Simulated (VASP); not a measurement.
# ScAl5N6: single point with revPBE

ScAl5N6:

```
CELL_PARAMETERS angstrom
2.92532 0.00000 0.00000
0.00000 4.20107 0.00000
0.00000 0.00000 8.79310
ATOMIC_POSITIONS crystal
Sc 0.50000 0.50000 0.50000
Al 0.00000 0.00000 0.00000
Al 0.00000 0.00000 0.32649
Al 0.00000 0.00000 0.67351
Al 0.50000 0.50000 0.83807
Al 0.50000 0.50000 0.16193
N 0.00000 0.50000 0.31784
N 0.00000 0.50000 0.68216
N 0.50000 0.00000 0.83595
N 0.00000 0.50000 0.00000
N 0.50000 0.00000 0.16405
N 0.50000 0.00000 0.50000
```

| Item | Value |
| --- | --- |
| Program | VASP 6.6.1 |
| Task | single point |
| Functional | revPBE |
| Potentials or basis | VASP PAW PBE potentials, release 64 (Sc_sv, Al, N) |
| Cutoff | 600 eV |
| k mesh | 10 × 6 × 4 |
| Occupations | gaussian, width 0.02 eV |
| Spin | no spin polarisation |
| Dipole correction | no |
| Further INCAR settings | ALGO = Normal; EDIFF = 1e-06; NBANDS = 40 |

```
Pressure               : 3.2 GPa
Largest force          : 0.090 eV/Å
Band gap on the k mesh : 1.91 eV
```

Forces in eV/Å, atoms in the order of the input:
```
Sc   0.000  0.000  0.000
Al   0.000  0.000  0.000
Al   0.000  0.000 -0.009
Al   0.000  0.000  0.009
Al   0.000  0.000  0.010
Al   0.000  0.000 -0.010
N    0.000  0.000 -0.090
N    0.000  0.000  0.090
N    0.000  0.000  0.002
N    0.000  0.000  0.000
N    0.000  0.000 -0.002
N    0.000  0.000  0.000
```

Stress tensor (GPa, compression positive):
```
3.06 0.00 0.00
0.00 3.20 0.00
0.00 0.00 3.20
```

Levels at points of the mesh, in eV from the valence-band top:
```tsv
k point	band 24	band 25	band 26	band 27	band 28	band 29	band 30	band 31	band 32	band 33
(0.00, 0.00, 0.00)	-1.03	-0.73	-0.26	-0.16	0.00	1.91	3.93	4.16	4.33	4.82
(0.50, 0.00, 0.00)	-2.81	-1.92	-1.68	-1.19	-0.96	2.34	2.51	4.37	4.74	5.63
(0.00, 0.50, 0.00)	-1.52	-1.48	-1.40	-1.12	-0.95	2.23	5.00	5.59	5.68	5.98
(0.50, 0.50, 0.00)	-1.91	-1.69	-1.46	-1.35	-1.30	4.30	4.76	5.41	6.04	6.06
(0.00, 0.00, 0.50)	-1.11	-0.69	-0.58	-0.31	-0.26	2.34	4.14	4.33	4.69	4.96
(0.50, 0.00, 0.50)	-2.75	-2.21	-2.07	-0.98	-0.92	2.15	2.34	3.46	4.75	6.09
(0.00, 0.50, 0.50)	-1.53	-1.53	-1.34	-1.29	-1.06	2.53	5.15	5.36	5.66	5.68
(0.50, 0.50, 0.50)	-2.36	-1.68	-1.58	-1.31	-1.20	4.36	4.74	6.01	6.35	6.62
```

It took 8.3 min on 1 thread of Oxide Virtual Turin-like Processor, with other jobs on the host, peak memory 0.41 GiB.

Caveat: the cell stands under pressure; the PAW data sets were made with another functional, which shifts forces and pressure a little. A k mesh can miss the band edges.
